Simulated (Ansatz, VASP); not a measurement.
# CdS in VASP and in Ansatz

```xyz
4
Lattice="4.4085 0.0000 0.0000 -2.2043 3.8179 0.0000 0.0000 0.0000 5.7481" Properties=species:S:1:pos:R:3 pbc="T T T"
Cd    0.0000    2.5453    1.4370
Cd    2.2043    1.2726    4.3111
S     2.2043    1.2726    1.4370
S     0.0000    2.5453    4.3111
```

Alike in both runs: task single point; functional PBE; k mesh 6 × 6 × 4; occupations gaussian, width 0.2 eV; no spin polarisation.

|  | VASP | Ansatz |
| --- | --- | --- |
| version | VASP 6.6.1 | Ansatz 0.2.0 |
| potentials or method | VASP PAW PBE potentials, release 64 (Cd_sv_GW, S) | plane waves |
| plane-wave cutoff (eV) | 630 | 420 |
| valence electrons in the cell | 52 | 52 |

|  | VASP | Ansatz | Ansatz less VASP |
| --- | --- | --- | --- |
| pressure (GPa) | 1.3 | 1.4 | +0.14 |
